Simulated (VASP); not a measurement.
Write the native input for VASP 6.6.1 that does the following.

- Task: single point
- Functional: PBE
- Potentials or basis: VASP PAW PBE potentials, release 64 (Be, Ag, F)
- Cutoff: 520 eV
- k mesh: 10 × 10 × 10
- Occupations: gaussian, width 0.1 eV
- Spin: collinear spin, ferromagnetic start
- Starting moments: [0.0, 0.49, 0.49, 0.19, 0.19, 0.19, 0.19, 0.19, 0.19] μB
- Dipole correction: no
- Further INCAR settings: ALGO = Normal; EDIFF = 1e-06; NBANDS = 47

The structure of BeAg2F6 lies in POSCAR:

```
BeAg2F6
1.0
    0.0000000000      3.6728162596      3.6728162596
    3.6728162596      0.0000000000      3.6728162596
    3.6728162596      3.6728162596      0.0000000000
Be Ag F
1 2 6
Direct
    0.0000000000      0.0000000000      0.0000000000
    0.2500000000      0.2500000000      0.2500000000
    0.7500000000      0.7500000000      0.7500000000
    0.7652178211      0.2347821789      0.2347821789
    0.2347821789      0.7652178211      0.2347821789
    0.2347821789      0.7652178211      0.7652178211
    0.7652178211      0.2347821789      0.7652178211
    0.2347821789      0.2347821789      0.7652178211
    0.7652178211      0.7652178211      0.2347821789
```

One way to write it, as run:

INCAR

```
PREC = Accurate ; ENCUT = 520
EDIFF = 1E-6 ; ISMEAR = 0
SIGMA = 0.1 ; LREAL = F
LASPH = T ; NELM = 150
ALGO = Normal ; ISIF = 2
LWAVE = F ; LCHARG = T
ISPIN = 2 ; MAGMOM = 0 0.49 0.49 0.19 0.19 0.19 0.19 0.19 0.19
LORBIT = 11 ; LMAXMIX = 4
GGA = PE ; LELF = T
LVHAR = T ; NBANDS = 47
```

KPOINTS

```
Automatic mesh
0
Gamma
  10 10 10
```

Potentials or basis: VASP PAW PBE potentials, release 64 (Be, Ag, F).

Command:

```console
$ cat potpaw_PBE.64/Be/POTCAR potpaw_PBE.64/Ag/POTCAR potpaw_PBE.64/F/POTCAR > POTCAR
$ mpirun -np 1 vasp_std > vasp.out
```

Results of the run:

```
Pressure                                              : -0.2 GPa
Largest force                                         : 0.025 eV/Å
Band gap on the k mesh                                : zero (filled and empty bands overlap)
Net moment                                            : 2.00 μB per cell
Site moments                                          : Be -0.01; Ag +0.44; F +0.18 μB
Valence electrons inside the program's atomic spheres : Be 0.98; Ag 9.37; F 6.05
```

Wall time 6.3 min on 1 thread of Intel(R) Xeon(R) Platinum 8375C CPU @ 2.90GHz (Ice Lake), with other jobs on the host, peak memory 0.48 GiB.
